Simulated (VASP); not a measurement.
# Ta2N (Cm) in VASP: single point with PBE

Aim: the single point of Ta2N with PBE.

Everything below comes from runs of VASP 6.6.1. Logs are shortened: lines on timing, memory, paths and dates and some standing lists are left out, and cuts for length are marked.

## 1. The cell of the first run

It takes space group Cm (No. 8, monoclinic). The conventional cell has a = 5.371 Å, b = 3.101 Å, c = 4.882 Å, α = 90.00°, β = 90.00°, γ = 90.00°. Ta (site symmetry m) has 3 N at 2.13 to 2.17 Å within 2.8 Å. Ta (site symmetry m) has 3 N at 2.19 to 2.23 Å and 12 Ta at 2.99 to 3.10 Å within 3.2 Å. N (site symmetry m) has 6 Ta at 2.13 to 2.23 Å within 2.8 Å.

## 2. Single point, PBE

INCAR reads:

```
PREC = Accurate
ENCUT = 520
EDIFF = 1E-7
ISMEAR = 0
SIGMA = 0.15
LREAL = False
LASPH = True
NELM = 100
ALGO = Normal
ISIF = 2
LWAVE = False
LCHARG = False
GGA = PE
NBANDS = 20
```

KPOINTS reads:

```
regular mesh
0
Gamma
  18 18 10
```

POSCAR reads:

```
Ta2N
1.0
    3.1011400584      0.0000000000      0.0000000000
   -1.5505700292      2.6856660713      0.0000000000
    0.0000000000      0.0000000000      4.8818900414
Ta N
2 1
Direct
    0.6722459781      0.3444919561      0.7531034412
    0.3389126447      0.6778252895      0.2632933760
    0.0000000000      0.0000000000      0.0000000000
```

Potentials or basis: VASP PAW PBE potentials, release 64 (Ta_pv, N).

Run with:

```bash
cat potpaw_PBE.64/Ta_pv/POTCAR potpaw_PBE.64/N/POTCAR > POTCAR
mpirun -np 1 vasp_std > vasp.out
```

OUTCAR:

```text
PREC = Accurate
   ENCUT = 520
   EDIFF = 1E-7
   ISMEAR = 0
   LREAL = False
   LASPH = True
   NELM = 100
   ISIF = 2
   GGA = PE

 ion  position               nearest neighbor table
   1  0.672  0.344  0.753-   3 2.13   3 2.17   3 2.17   2 2.99   2 2.99   2 2.99   2 3.07   2 3.07
                             2 3.07
   2  0.339  0.678  0.263-   3 2.19   3 2.19   3 2.23   1 2.99   1 2.99   1 2.99   1 3.07   1 3.07
                             1 3.07
   3  0.000  0.000  0.000-   1 2.13   1 2.17   1 2.17   2 2.19   2 2.19   2 2.23

  LATTYP: Found a hexagonal cell.
 ALAT       =     3.1011400584
 C/A-ratio  =     1.5742243012

  Lattice vectors:

 A1 = (   3.1011400584,   0.0000000000,   0.0000000000)
 A2 = (  -1.5505700292,   2.6856660713,   0.0000000000)
 A3 = (   0.0000000000,   0.0000000000,   4.8818900414)

Analysis of symmetry for initial positions (statically):
=====================================================================
 Subroutine PRICEL returns:
 Original cell was already a primitive cell.

 Routine SETGRP: Setting up the symmetry group for a
 hexagonal supercell.

 Subroutine GETGRP returns: Found  2 space group operations
 (whereof  2 operations were pure point group operations)
 out of a pool of 24 trial point group operations.

The static configuration has the point symmetry C_1h.

Analysis of symmetry for dynamics (positions and initial velocities):
=====================================================================
 Subroutine PRICEL returns:
 Original cell was already a primitive cell.

 Routine SETGRP: Setting up the symmetry group for a
 hexagonal supercell.

 Subroutine GETGRP returns: Found  2 space group operations
 (whereof  2 operations were pure point group operations)
 out of a pool of 24 trial point group operations.

The dynamic configuration has the point symmetry C_1h.

 Subroutine INISYM returns: Found  2 space group operations
 (whereof  2 operations are pure point group operations),
 and found     1 'primitive' translations

----------------------------------------------------------------------------------------

                                     Primitive cell

  volume of cell :      40.6594

  direct lattice vectors                    reciprocal lattice vectors
     3.101140058  0.000000000  0.000000000     0.322462056  0.186173555  0.000000000
    -1.550570029  2.685666071  0.000000000     0.000000000  0.372347110  0.000000000
     0.000000000  0.000000000  4.881890041     0.000000000  0.000000000  0.204838698

  length of vectors
     3.101140058  3.101140058  4.881890041     0.372347110  0.372347110  0.204838698

  position of ions in fractional coordinates (direct lattice)
     0.672245978  0.344491956  0.753103441
     0.338912645  0.677825289  0.263293376
     0.000000000  0.000000000  0.000000000

  ion indices of the primitive-cell ions
   primitive index   ion index
                 1           1
                 2           2
                 3           3

----------------------------------------------------------------------------------------

 KPOINTS: regular mesh

Automatic generation of k-mesh.
 Grid dimensions read from file:
 generate k-points for:   18   18   10

 Generating k-lattice:

  Cartesian coordinates                     Fractional coordinates (reciprocal lattice)
     0.017914559  0.010342975  0.000000000     0.055555556  0.000000000  0.000000000
     0.000000000  0.020685951  0.000000000     0.000000000  0.055555556  0.000000000
     0.000000000  0.000000000  0.020483870     0.000000000  0.000000000  0.100000000

  Length of vectors
     0.020685951  0.020685951  0.020483870

  Shift w.r.t. Gamma in fractional coordinates (k-lattice)
     0.000000000  0.000000000  0.000000000

 Subroutine IBZKPT returns following result:
 ===========================================

 Found    866 irreducible k-points:

 Following reciprocal coordinates:
            Coordinates               Weight
  0.000000  0.000000  0.000000      1.000000
  0.055556  0.000000  0.000000      4.000000
  0.000000  0.055556  0.000000      2.000000
  0.111111  0.000000  0.000000      4.000000
  0.000000  0.111111  0.000000      2.000000
  0.166667  0.000000  0.000000      4.000000
[... 16 lines left out ...]
 -0.055556  0.166667  0.000000      4.000000
 -0.166667  0.111111  0.000000      4.000000
 [... further k-points ...]
   k-points           NKPTS =    866   k-points in BZ     NKDIM =    866   number of bands    NBANDS=     20
   number of dos      NEDOS =    301   number of ions     NIONS =      3
   total plane-waves  NPLWV =  20736
   dimension x,y,z NGX =    24 NGY =   24 NGZ =   36
   dimension x,y,z NGXF=    48 NGYF=   48 NGZF=   72
   ions per type =               2   1
   NGX,Y,Z   is equivalent  to a cutoff of  12.87, 12.87, 12.26 a.u.
   NGXF,Y,Z  is equivalent  to a cutoff of  25.73, 25.73, 24.52 a.u.
 SYSTEM =  unknown system
   PREC   = accura    normal or accurate (medium, high low for compatibility)
   ISTART =      0    job   : 0-new  1-cont  2-samecut
   ICHARG =      2    charge: 1-file 2-atom 10-const
   ISPIN  =      1    spin polarized calculation?
   LNONCOLLINEAR =      F non collinear calculations
   LSORBIT =      F    spin-orbit coupling
   LASPH  =      T    aspherical Exc in radial PAW
   ENCUT  =  520.0 eV  38.22 Ry    6.18 a.u.   5.77  5.77  9.08*2*pi/ulx,y,z
   NELM   =    100;   NELMIN=  2; NELMDL= -5     # of ELM steps
   EDIFF  = 0.1E-06   stopping-criterion for ELM
   LREAL  =      F    real-space projection
   EDIFFG = 0.1E-05   stopping-criterion for IOM
   NSW    =      0    number of steps for IOM
   IBRION =     -1    ionic relax: 0-MD 1-quasi-New 2-CG
   NFREE  =      0    steps in history (QN), initial steepest desc. (CG)
   ISIF   =      2    stress and relaxation
   ISYM   =      2    0-nonsym 1-usesym 2-fastsym
   POTIM  = 0.5000    time-step for ionic-motion
   TEBEG  =    0.0;   TEEND  =   0.0 temperature during run
   PSTRESS=    0.0 pullay stress
   NELECT =      27.0000    total number of electrons
   NUPDOWN=      -1.0000    fix difference up-down
   EMIN   =  10.00;   EMAX   =-10.00  energy-range for DOS
   EFERMI =   0.00;   METHOD = LEGACY
   ISMEAR =     0;   SIGMA  =   0.15  broadening in eV -4-tet -1-fermi 0-gaus
   EFERMI_NEDOS =   21; number of points for ismear=-14 and -15
   IALGO  =     38    algorithm
   IMIX   =      4    mixing-type and parameters
     AMIX     =   0.40;   BMIX     =  1.00
     AMIX_MAG =   1.60;   BMIX_MAG =  1.00
  volume/ion in A,a.u.               =      13.55        91.46
  Fermi-wavevector in a.u.,A,eV,Ry     =   1.428266  2.699031 27.755102  2.039942
  Thomas-Fermi vector in A             =   2.548346
   LORBIT       =      0    0 simple, 1 ext, 2 COOP (PROOUT), +10 PAW based schemes
   GGA     = PE    functional components
   LHFCALC =     F    Hartree Fock is set to
   AEXX    =    0.0000 exact exchange contribution
   IVDW    =     0    specifies the selected vdW correction
   LEPSILON=     F    determine dielectric tensor
   LRPA    =     F    only Hartree local field effects (RPA)
 non-spin polarized calculation
 Gauss-broadening in eV      SIGMA  =   0.15
  energy-cutoff  :      520.00
  volume of cell :       40.66
 maximum number of plane-waves:      1112
   NGX = 11   NGY = 11   NGZ = 19

 number of electron      27.0000001 magnetization

 Free energy of the ion-electron system (eV)
  ---------------------------------------------------
  ext. energy  EPLUGINS =         0.00000000
  ---------------------------------------------------
  free energy    TOTEN  =       -34.37300418 eV

  energy without entropy =      -34.35893838  energy(sigma->0) =      -34.36597128

 E-fermi :   7.5067     XC(G=0): -12.8733

 val. band max:        7.5051083468   @ k =  -0.2778   0.0000   0.3000
 cond. band min:       7.5090283047   @ k =   0.3889   0.3333   0.5000
 fundamental gap:      0.0039199579
 Fermi energy:         7.5066958960

 k-point     1 :       0.0000    0.0000    0.0000
  band No.  band energies     occupation
      1     -28.1731      2.00000
      2     -27.4437      2.00000
      3     -27.4420      2.00000
      4     -27.3188      2.00000
      5     -27.3186      2.00000
      6     -27.2132      2.00000
[... 12 lines left out ...]
     19       8.6840      0.00000
     20      12.4438      0.00000

 k-point     2 :       0.0556    0.0000    0.0000
  band No.  band energies     occupation
      1     -28.1637      2.00000
      2     -27.4617      2.00000
      3     -27.4500      2.00000
      4     -27.3380      2.00000
      5     -27.3203      2.00000
      6     -27.2165      2.00000
[... 12 lines left out ...]
     19       8.9546      0.00000
     20      12.4629      0.00000

 k-point     3 :       0.0000    0.0556    0.0000
  band No.  band energies     occupation
      1     -28.1637      2.00000
      2     -27.4628      2.00000
      3     -27.4489      2.00000
      4     -27.3380      2.00000
      5     -27.3202      2.00000
      6     -27.2165      2.00000
[... 12 lines left out ...]
     19       8.9333      0.00000
     20      12.4646      0.00000

 k-point     4 :       0.1111    0.0000    0.0000
  band No.  band energies     occupation
      1     -28.1363      2.00000
      2     -27.5165      2.00000
      3     -27.4692      2.00000
      4     -27.3924      2.00000
      5     -27.3253      2.00000
      6     -27.2269      2.00000
[... 12 lines left out ...]
     19       9.5923      0.00000
     20      12.4050      0.00000

 k-point     5 :       0.0000    0.1111    0.0000
  band No.  band energies     occupation
      1     -28.1363      2.00000
      2     -27.5180      2.00000
      3     -27.4681      2.00000
      4     -27.3924      2.00000
      5     -27.3251      2.00000
      6     -27.2269      2.00000
[... 12 lines left out ...]
     19       9.5825      0.00000
     20      12.4124      0.00000
[... 353 lines left out ...]
      6     -27.2233      2.00000
[... 12 lines left out ...]
     19       9.4444      0.00000
     20      12.4361      0.00000

 k-point    22 :       0.1111    0.0556    0.0000
  band No.  band energies     occupation
      1     -28.1098      2.00000
      2     -27.5612      2.00000
      3     -27.5059      2.00000
      4     -27.4251      2.00000
      5     -27.3357      2.00000
      6     -27.2375      2.00000
[... 12 lines left out ...]
     19      10.2387      0.00000
     20      12.2953      0.00000

 k-point    23 :      -0.0556    0.1667    0.0000
  band No.  band energies     occupation
      1     -28.1098      2.00000
      2     -27.5622      2.00000
      3     -27.5050      2.00000
      4     -27.4251      2.00000
      5     -27.3357      2.00000
      6     -27.2375      2.00000
[... 12 lines left out ...]
     19      10.2309      0.00000
     20      12.3020      0.00000

 k-point    24 :      -0.1667    0.1111    0.0000
  band No.  band energies     occupation
      1     -28.1098      2.00000
      2     -27.5601      2.00000
      3     -27.5063      2.00000
      4     -27.4256      2.00000
      5     -27.3359      2.00000
      6     -27.2375      2.00000
[... 12 lines left out ...]
     19      10.2313      0.00000
     20      12.2889      0.00000

 [... further k-points ...]
[... 5 lines left out ...]
  --------------------------------------------------------------------------------------
  -------------------------------------------------------------------------------------
  Total        0.1319230      0.2377407      0.1428664      0.0000000      0.0463063      0.0000000
  in kB        5.1984015      9.3681276      5.6296213      0.0000000      1.8246899      0.0000000
  external PRESSURE =       6.7320502 kB  Pullay stress =       0.0000000 kB

 VOLUME and BASIS-vectors are now :
 -----------------------------------------------------------------------------
  energy-cutoff  :      520.00
  volume of cell :       40.66
      direct lattice vectors                 reciprocal lattice vectors
     3.101140058  0.000000000  0.000000000     0.322462056  0.186173555  0.000000000
    -1.550570029  2.685666071  0.000000000     0.000000000  0.372347110  0.000000000
     0.000000000  0.000000000  4.881890041     0.000000000  0.000000000  0.204838698

 POSITION                                       TOTAL-FORCE (eV/Angst)
 -----------------------------------------------------------------------------------
      1.55057      0.92519      3.67657         0.000000     -0.216566     -0.358065
     -0.00000      1.82041      1.28537        -0.000000     -0.170431     -0.242619
      0.00000      0.00000      0.00000         0.000000      0.386996      0.600683
 -----------------------------------------------------------------------------------
    total drift:                                0.000000      0.000013     -0.000057

  FREE ENERGIE OF THE ION-ELECTRON SYSTEM (eV)
  ---------------------------------------------------
  free  energy   TOTEN  =       -34.3730041819 eV

  energy  without entropy=      -34.3589383847  energy(sigma->0) =      -34.36597128
```

Wall time 3.8 min (1 thread of Intel Xeon 6975P-C (Granite Rapids), shared host); peak memory 0.68 GiB.

Results:

| Quantity | Value |
| --- | --- |
| Free energy | -34.3730 eV |
| Pressure | 0.7 GPa |
| Largest force | 0.715 eV/Å |
| Band gap on the k mesh | zero (an odd number of electrons rules out a gap without spin polarisation) |

Forces in eV/Å, atoms in the order of the input:
```
Ta   0.000 -0.217 -0.358
Ta   0.000 -0.170 -0.243
N    0.000  0.387  0.601
```

Stress tensor (GPa, compression positive):
```
0.52 0.00 0.00
0.00 0.94 0.18
0.00 0.18 0.56
```

Caveat: the cell differs from its parent crystal (all Ta atoms moved -0.050 Å, as atom 1 towards its neighbour atom 2 (Ta) at 2.987 Å); spin-orbit coupling is left out, which moves the levels of the heavy elements.
